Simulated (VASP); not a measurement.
HgTe: single point with PBE

The system is HgTe.

```
Hg Te
1.0
     0.00000    3.17621    3.32021
     3.17621    0.00000    3.32021
     3.17621    3.17621    0.00000
Hg Te
1 1
Direct
  0.00000 0.00000 0.00000
  0.75000 0.75000 0.75000
```

This cell differs from its parent crystal: z stretched by +3 % at fixed volume.

| Property | Result |
| --- | --- |
| Program | VASP 6.6.1 |
| Task | single point |
| Functional | PBE |
| Potentials or basis | VASP PAW PBE potentials, release 64 (Hg, Te) |
| Cutoff | 520 eV |
| k mesh | 9 × 9 × 9 |
| Occupations | fermi-dirac, width 0.05 eV |
| Spin | no spin polarisation |
| Dipole correction | no |
| Further INCAR settings | ALGO = Normal; EDIFF = 1e-06; NBANDS = 16 |

The pressure is 4.1 GPa and the band gap on the k mesh is zero (filled and empty bands touch).

Stress tensor (GPa, compression positive):
```
4.30 0.00 0.00
0.00 4.30 0.00
0.00 0.00 3.71
```

Levels at points of the mesh, in eV from the Fermi level:
| k point | band 6 | band 7 | band 8 | band 9 | band 10 | band 11 | band 12 | band 13 |
| --- | --- | --- | --- | --- | --- | --- | --- | --- |
| (0.00, 0.00, 0.00) | -6.93 | -0.80 | -0.21 | -0.04 | -0.04 | 4.14 | 4.14 | 4.14 |

Wall time 83 s on 1 thread of Intel(R) Xeon(R) Platinum 8259CL CPU @ 2.50GHz (Skylake/Cascade Lake) (shared host), peak memory 0.25 GiB.

Caveat: spin-orbit coupling is left out, which moves the levels of the heavy elements.
